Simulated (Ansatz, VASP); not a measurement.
**H: VASP beside Ansatz**

```
H
1.0
    -1.86414    1.86414    2.28556
     1.86414   -1.86414    2.28556
     1.84559    1.84559   -2.28556
H
2
Cartesian
  0.0000 0.0000 4.1958
  0.0000 0.0000 0.3753
```

Alike in both runs: task single point; functional PBEsol; k mesh 8 × 8 × 8; occupations gaussian, width 0.05 eV; no spin polarisation.

|  | VASP | Ansatz |
| --- | --- | --- |
| version | VASP 6.6.1 | Ansatz 0.2.0 |
| potentials or method | VASP PAW PBE potentials, release 64 (H) | scalar-relativistic, plane waves, PAW |
| plane-wave cutoff (eV) | 500 | 420 |
| valence electrons in the cell | 2 | 2 |

|  | VASP | Ansatz | Ansatz less VASP |
| --- | --- | --- | --- |
| gap on the k mesh at the Fermi level (eV) | 9.19 | 9.19 | +0.002 |
| pressure (GPa) | 0.2 | 0.3 | +0.18 |
| traceless stress, the component that is largest in VASP (GPa) | 0.72 | 0.74 | +0.016 |
| rms of the force components (eV/Å) | 0.169 | 0.166 | -0.0029 |

VASP's potentials were made for PBE, not for PBEsol. Atom by atom the forces differ by 0.003 eV/Å (rms over components).
